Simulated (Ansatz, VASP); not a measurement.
Two plane-wave programs on Rh

```
Rh
1.0
     2.70649    0.00000    0.00000
    -1.35324    2.34389    0.00000
     0.00000    0.00000    4.38877
Rh
2
Direct
  0.66667 0.33333 0.75000
  0.33333 0.66667 0.25000
```

Alike in both runs: task single point; functional r2SCAN; k mesh 10 × 10 × 5; occupations fermi-dirac, width 0.2 eV; no spin polarisation.

```csv
,VASP,Ansatz
version,VASP 6.6.1,Ansatz 0.2.0
potentials or method,"VASP PAW PBE potentials, release 64 (Rh_sv_GW), cutoff 680 eV","plane waves, PAW"
valence electrons in the cell,34,34
```

```csv
,VASP,Ansatz,Ansatz less VASP
pressure (GPa),-1.1,-1.2,-0.09
"traceless stress, the component that is largest in VASP (GPa)",-0.66,-0.65,+0.014
```

VASP's potentials were made for PBE, not for r2SCAN. Ansatz's warnings: stress scf threshold loose, structure snapped to symmetry.
